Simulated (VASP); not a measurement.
# Cu (Fm-3m) in VASP: a series of runs

Cu is run at these levels: LDA; tasks: single point, relaxation of cell and atoms.

Everything below comes from runs of VASP 6.6.1. Logs are shortened: lines on timing, memory, paths and dates and some standing lists are left out, and cuts for length are marked.

## 1. The cell of the first run

The structure is cubic, space group Fm-3m (No. 225). Conventional cell: a = 3.518 Å, b = 3.518 Å, c = 3.518 Å, α = 90.00°, β = 90.00°, γ = 90.00°. Cu (site symmetry m-3m) has 12 Cu at 2.49 Å within 3.3 Å.

## 2. Single point, LDA

The input, INCAR:

```
PREC = Accurate
ENCUT = 520
EDIFF = 1E-6
ISMEAR = -1
SIGMA = 0.15
LREAL = False
LASPH = True
NELM = 60
ALGO = Fast
ISIF = 2
LWAVE = False
LCHARG = False
NBANDS = 12
```

The input, KPOINTS:

```
Automatic mesh
0
Gamma
  20 20 20
```

The input, POSCAR:

```
Cu
1.0
    0.0000000000      1.7592130920      1.7592130920
    1.7592130920      0.0000000000      1.7592130920
    1.7592130920      1.7592130920      0.0000000000
Cu
1
Direct
    0.0000000000      0.0000000000      0.0000000000
```

Potentials or basis: VASP PAW LDA potentials, release 64 (Cu).

Launch:

```
cat potpaw_LDA.64/Cu/POTCAR > POTCAR
mpirun -np 1 vasp_std > vasp.out
```

OUTCAR:

```text
PREC = Accurate
   ENCUT = 520
   EDIFF = 1E-6
   ISMEAR = -1
   LREAL = False
   LASPH = True
   NELM = 60
   ISIF = 2

 ion  position               nearest neighbor table
   1  0.000  0.000  0.000-

  LATTYP: Found a face centered cubic cell.
 ALAT       =     3.5184261840

  Lattice vectors:

 A1 = (   0.0000000000,   1.7592130920,   1.7592130920)
 A2 = (   1.7592130920,   0.0000000000,   1.7592130920)
 A3 = (   1.7592130920,   1.7592130920,   0.0000000000)

Analysis of symmetry for initial positions (statically):
=====================================================================
 Subroutine PRICEL returns:
 Original cell was already a primitive cell.

 Routine SETGRP: Setting up the symmetry group for a
 face centered cubic supercell.

 Subroutine GETGRP returns: Found 48 space group operations
 (whereof 48 operations were pure point group operations)
 out of a pool of 48 trial point group operations.

The static configuration has the point symmetry O_h .

Analysis of symmetry for dynamics (positions and initial velocities):
=====================================================================
 Subroutine PRICEL returns:
 Original cell was already a primitive cell.

 Routine SETGRP: Setting up the symmetry group for a
 face centered cubic supercell.

 Subroutine GETGRP returns: Found 48 space group operations
 (whereof 48 operations were pure point group operations)
 out of a pool of 48 trial point group operations.

The dynamic configuration has the point symmetry O_h .

 Subroutine INISYM returns: Found 48 space group operations
 (whereof 48 operations are pure point group operations),
 and found     1 'primitive' translations

----------------------------------------------------------------------------------------

                                     Primitive cell

  volume of cell :      10.8889

  direct lattice vectors                    reciprocal lattice vectors
     0.000000000  1.759213092  1.759213092    -0.284217985  0.284217985  0.284217985
     1.759213092  0.000000000  1.759213092     0.284217985 -0.284217985  0.284217985
     1.759213092  1.759213092  0.000000000     0.284217985  0.284217985 -0.284217985

  length of vectors
     2.487903014  2.487903014  2.487903014     0.492279990  0.492279990  0.492279990

  position of ions in fractional coordinates (direct lattice)
     0.000000000  0.000000000  0.000000000

  ion indices of the primitive-cell ions
   primitive index   ion index
                 1           1

----------------------------------------------------------------------------------------

 KPOINTS: Automatic mesh

Automatic generation of k-mesh.
 Grid dimensions read from file:
 generate k-points for:   20   20   20

 Generating k-lattice:

  Cartesian coordinates                     Fractional coordinates (reciprocal lattice)
    -0.014210899  0.014210899  0.014210899     0.050000000  0.000000000  0.000000000
     0.014210899 -0.014210899  0.014210899     0.000000000  0.050000000  0.000000000
     0.014210899  0.014210899 -0.014210899     0.000000000  0.000000000  0.050000000

  Length of vectors
     0.024614000  0.024614000  0.024614000

  Shift w.r.t. Gamma in fractional coordinates (k-lattice)
     0.000000000  0.000000000  0.000000000

 Subroutine IBZKPT returns following result:
 ===========================================

 Found    256 irreducible k-points:

 Following reciprocal coordinates:
            Coordinates               Weight
  0.000000  0.000000  0.000000      1.000000
  0.050000  0.000000  0.000000      8.000000
  0.100000  0.000000  0.000000      8.000000
  0.150000  0.000000  0.000000      8.000000
  0.200000  0.000000  0.000000      8.000000
  0.250000  0.000000  0.000000      8.000000
[... 16 lines left out ...]
 -0.400000  0.050000  0.000000     24.000000
 -0.350000  0.050000  0.000000     24.000000
 [... further k-points ...]
   k-points           NKPTS =    256   k-points in BZ     NKDIM =    256   number of bands    NBANDS=     12
   number of dos      NEDOS =    301   number of ions     NIONS =      1
   total plane-waves  NPLWV =   8000
   dimension x,y,z NGX =    20 NGY =   20 NGZ =   20
   dimension x,y,z NGXF=    40 NGYF=   40 NGZF=   40
   ions per type =               1
   NGX,Y,Z   is equivalent  to a cutoff of  13.36, 13.36, 13.36 a.u.
   NGXF,Y,Z  is equivalent  to a cutoff of  26.73, 26.73, 26.73 a.u.
 SYSTEM =  unknown system
   PREC   = accura    normal or accurate (medium, high low for compatibility)
   ISTART =      0    job   : 0-new  1-cont  2-samecut
   ICHARG =      2    charge: 1-file 2-atom 10-const
   ISPIN  =      1    spin polarized calculation?
   LNONCOLLINEAR =      F non collinear calculations
   LSORBIT =      F    spin-orbit coupling
   LASPH  =      T    aspherical Exc in radial PAW
   ENCUT  =  520.0 eV  38.22 Ry    6.18 a.u.   4.63  4.63  4.63*2*pi/ulx,y,z
   NELM   =     60;   NELMIN=  2; NELMDL= -5     # of ELM steps
   EDIFF  = 0.1E-05   stopping-criterion for ELM
   LREAL  =      F    real-space projection
   EDIFFG = 0.1E-04   stopping-criterion for IOM
   NSW    =      0    number of steps for IOM
   IBRION =     -1    ionic relax: 0-MD 1-quasi-New 2-CG
   NFREE  =      0    steps in history (QN), initial steepest desc. (CG)
   ISIF   =      2    stress and relaxation
   ISYM   =      2    0-nonsym 1-usesym 2-fastsym
   POTIM  = 0.5000    time-step for ionic-motion
   TEBEG  =    0.0;   TEEND  =   0.0 temperature during run
   PSTRESS=    0.0 pullay stress
   NELECT =      11.0000    total number of electrons
   NUPDOWN=      -1.0000    fix difference up-down
   EMIN   =  10.00;   EMAX   =-10.00  energy-range for DOS
   EFERMI =   0.00;   METHOD = LEGACY
   ISMEAR =    -1;   SIGMA  =   0.15  broadening in eV -4-tet -1-fermi 0-gaus
   EFERMI_NEDOS =   21; number of points for ismear=-14 and -15
   IALGO  =     68    algorithm
   IMIX   =      4    mixing-type and parameters
     AMIX     =   0.40;   BMIX     =  1.00
     AMIX_MAG =   1.60;   BMIX_MAG =  1.00
  volume/ion in A,a.u.               =      10.89        73.48
  Fermi-wavevector in a.u.,A,eV,Ry     =   1.642646  3.104151 36.712402  2.698285
  Thomas-Fermi vector in A             =   2.732913
   LORBIT       =      0    0 simple, 1 ext, 2 COOP (PROOUT), +10 PAW based schemes
   GGA     = CA    functional components
   LHFCALC =     F    Hartree Fock is set to
   AEXX    =    0.0000 exact exchange contribution
   IVDW    =     0    specifies the selected vdW correction
   LEPSILON=     F    determine dielectric tensor
   LRPA    =     F    only Hartree local field effects (RPA)
 non-spin polarized calculation
 RMM-DIIS sequential band-by-band and
  energy-cutoff  :      520.00
  volume of cell :       10.89
 maximum number of plane-waves:       305
   NGX =  9   NGY =  9   NGZ =  9

 number of electron      10.9999998 magnetization

 Free energy of the ion-electron system (eV)
  ---------------------------------------------------
  ext. energy  EPLUGINS =         0.00000000
  ---------------------------------------------------
  free energy    TOTEN  =        -4.71847797 eV

  energy without entropy =       -4.69788072  energy(sigma->0) =       -4.70817935

 E-fermi :   8.4178     XC(G=0): -13.5846

 val. band max:        8.3941045927   @ k =  -0.4500   0.1000   0.0000
 cond. band min:       8.4229805760   @ k =   0.4500   0.3500   0.0000
 fundamental gap:      0.0288759833
 Fermi energy:         8.4178238773

 k-point     1 :       0.0000    0.0000    0.0000
  band No.  band energies     occupation
      1      -1.5823      2.00000
      2       5.0627      2.00000
      3       5.0627      2.00000
      4       5.0627      2.00000
      5       6.0122      2.00000
      6       6.0122      2.00000
      7      31.7229      0.00000
      8      34.8423      0.00000
      9      34.8423      0.00000
     10      34.8423      0.00000
     11      37.4596      0.00000
     12      37.4596      0.00000

 k-point     2 :       0.0500    0.0000    0.0000
  band No.  band energies     occupation
      1      -1.4856      2.00000
      2       5.0402      2.00000
      3       5.0825      2.00000
      4       5.0825      2.00000
      5       6.0040      2.00000
      6       6.0040      2.00000
      7      31.2904      0.00000
      8      33.5175      0.00000
      9      34.5377      0.00000
     10      34.5377      0.00000
     11      37.8930      0.00000
     12      37.8930      0.00000

 k-point     3 :       0.1000    0.0000    0.0000
  band No.  band energies     occupation
      1      -1.1984      2.00000
      2       4.9783      2.00000
      3       5.1356      2.00000
      4       5.1356      2.00000
      5       5.9856      2.00000
      6       5.9856      2.00000
      7      29.3843      0.00000
      8      32.6708      0.00000
      9      33.9416      0.00000
     10      33.9416      0.00000
     11      38.8345      0.00000
     12      38.8387      0.00000
[... 286 lines left out ...]
 k-point    23 :      -0.4000    0.0500    0.0000
  band No.  band energies     occupation
      1       2.7012      2.00000
      2       5.0390      2.00000
      3       5.0920      2.00000
      4       5.8589      2.00000
      5       6.5135      1.99999
      6       7.0058      1.99984
      7      14.2506      0.00000
      8      29.1465      0.00000
      9      31.1120      0.00000
     10      32.0083      0.00000
     11      34.9877      0.00000
     12      36.4287      0.00000

 k-point    24 :      -0.3500    0.0500    0.0000
  band No.  band energies     occupation
      1       2.3652      2.00000
      2       5.0962      2.00000
      3       5.1420      2.00000
      4       5.2841      2.00000
      5       6.3657      2.00000
      6       6.6825      1.99998
      7      16.1635      0.00000
      8      29.1139      0.00000
      9      31.5039      0.00000
     10      32.7839      0.00000
     11      35.0574      0.00000
     12      36.9049      0.00000

 [... further k-points ...]
[... 5 lines left out ...]
  --------------------------------------------------------------------------------------
  -------------------------------------------------------------------------------------
  Total        0.0822957      0.0822957      0.0822957     -0.0000000     -0.0000000      0.0000000
  in kB       12.1088416     12.1088416     12.1088416     -0.0000000     -0.0000000      0.0000000
  external PRESSURE =      12.1088416 kB  Pullay stress =       0.0000000 kB

 VOLUME and BASIS-vectors are now :
 -----------------------------------------------------------------------------
  energy-cutoff  :      520.00
  volume of cell :       10.89
      direct lattice vectors                 reciprocal lattice vectors
     0.000000000  1.759213092  1.759213092    -0.284217985  0.284217985  0.284217985
     1.759213092  0.000000000  1.759213092     0.284217985 -0.284217985  0.284217985
     1.759213092  1.759213092  0.000000000     0.284217985  0.284217985 -0.284217985

 POSITION                                       TOTAL-FORCE (eV/Angst)
 -----------------------------------------------------------------------------------
      0.00000      0.00000      0.00000         0.000000      0.000000      0.000000
 -----------------------------------------------------------------------------------
    total drift:                                0.000000      0.000000      0.000000

  FREE ENERGIE OF THE ION-ELECTRON SYSTEM (eV)
  ---------------------------------------------------
  free  energy   TOTEN  =        -4.7184779654 eV

  energy  without entropy=       -4.6978807246  energy(sigma->0) =       -4.70817935
```

It took 40 s on 1 thread of Intel Xeon 8259CL, shared host; peak memory 0.14 GiB.

Results:

* Free energy: -4.7185 eV
* Pressure: 1.2 GPa
* Band gap on the k mesh: zero (an odd number of electrons rules out a gap without spin polarisation)

## 3. Relaxation of cell and atoms, LDA

The input, INCAR:

```
SYSTEM = Cu
PREC = Accurate
ENCUT = 600
EDIFF = 1E-6
ISMEAR = 0
SIGMA = 0.1
LREAL = .FALSE.
LASPH = .TRUE.
NELM = 100
ALGO = Fast
ISIF = 3
LWAVE = .FALSE.
LCHARG = .FALSE.
IBRION = 2
NSW = 100
EDIFFG = -0.002
```

The input, KPOINTS:

```
regular mesh
0
G
  18 18 18
  0 0 0
```

The input, POSCAR:

```
Cu
1.0
    0.0000000000      1.7598111927      1.7598111927
    1.7598111927      0.0000000000      1.7598111927
    1.7598111927      1.7598111927      0.0000000000
Cu
1
Direct
    0.0000000000      0.0000000000      0.0000000000
```

Potentials or basis: VASP PAW LDA potentials, release 64 (Cu).

Launch:

```
cat potpaw_LDA.64/Cu/POTCAR > POTCAR
mpirun -np 1 vasp_std > vasp.out
```

It took 63 s on 1 thread of Intel Xeon 8259CL, shared host; peak memory 0.14 GiB.

The run converged. Its results:

- Free energy: -4.7083 eV
- Relaxed volume: 10.95 Å³/atom
- Relaxed cell: a = 2.493 Å, b = 2.493 Å, c = 2.493 Å, α = 60.00°, β = 60.00°, γ = 60.00°
- Space group after relaxing (to 0.1 Å): Fm-3m (No. 225)
- Energy gained by relaxing: 0.1 meV/atom
- Ionic steps: 3
- Pressure after relaxing: 0.0 GPa
- Band gap on the k mesh: zero (an odd number of electrons rules out a gap without spin polarisation)

Step by step:
| step | energy change (eV) | largest force (eV/Å) | pressure (GPa) | volume (Å³) |
| --- | --- | --- | --- | --- |
| 1 | 0.0000 | 0.0000 | 1.33 | 10.90 |
| 2 | 0.0004 | 0.0000 | -1.80 | 11.04 |
| 3 | -0.0001 | 0.0000 | 0.00 | 10.95 |

Final structure:
```cif
data_structure
_symmetry_space_group_name_H-M 'P 1'
_symmetry_Int_Tables_number 1
_cell_length_a 2.4926
_cell_length_b 2.4926
_cell_length_c 2.4926
_cell_angle_alpha 60.000
_cell_angle_beta 60.000
_cell_angle_gamma 60.000
_cell_volume 10.95
loop_
_atom_site_label
_atom_site_type_symbol
_atom_site_fract_x
_atom_site_fract_y
_atom_site_fract_z
_atom_site_occupancy
Cu1 Cu 0.00000 0.00000 0.00000 1
```

Levels at points of the mesh, in eV from the Fermi level:
| k point | band 4 | band 5 | band 6 | band 7 | band 8 | band 9 |
| --- | --- | --- | --- | --- | --- | --- |
| (0.00, 0.00, 0.00) | -3.28 | -2.34 | -2.34 | 23.31 | 26.38 | 26.38 |
| (0.50, 0.00, 0.00) | -1.70 | -1.70 | -1.17 | 4.15 | 21.79 | 23.14 |
| (0.50, 0.50, 0.00) | -1.54 | -1.54 | 1.46 | 7.69 | 13.63 | 13.63 |
